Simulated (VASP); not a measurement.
A run of VASP 6.6.1:

INCAR

```
SYSTEM = Tm3BF
PREC = Accurate
ENCUT = 600
EDIFF = 1E-7
ISMEAR = 0
SIGMA = 0.1
LREAL = .False.
LASPH = .True.
NELM = 200
ALGO = Normal
ISIF = 3
LWAVE = .False.
LCHARG = .False.
GGA = PE
IBRION = 2
NSW = 90
EDIFFG = -0.04
GGA_COMPAT = .False.
NELMIN = 4
LMAXMIX = 6
```

The input KPOINTS:

```
Automatic mesh
0
Gamma
  6 6 4
  0 0 0
```

POSCAR

```
Tm3BF
1.0
    5.0967066500      0.0000000000      0.0000000000
   -2.5483533200      4.4138774300      0.0000000000
    0.0000000000      0.0000000000      4.8827667900
Tm B F
3 1 1
Direct
    0.5000000000      0.0000000000      0.0000000000
    0.0000000000      0.5000000000      0.0000000000
    0.5000000000      0.5000000000      0.0000000000
    0.0000000000      0.0000000000      0.5000000000
    0.0000000000      0.0000000000      0.0000000000
```

Potentials or basis: VASP PAW PBE potentials, release 64 (Tm_3, B, F), 4f in core.

The run is started by

```bash
$ cat potpaw_PBE.64/Tm_3/POTCAR potpaw_PBE.64/B/POTCAR potpaw_PBE.64/F/POTCAR > POTCAR
$ mpirun -np 1 vasp_std > vasp.out
```

Hardware: 1 thread of Intel(R) Xeon(R) Platinum 8488C (Sapphire Rapids), on a shared host.

Problem. How long does it take, and how much memory?

Solution. Run time: 12 min on 1 thread of Intel(R) Xeon(R) Platinum 8488C (Sapphire Rapids), on a shared host, peak memory 0.31 GiB. Counts: scf iterations 127, k points 21, ion steps 11.
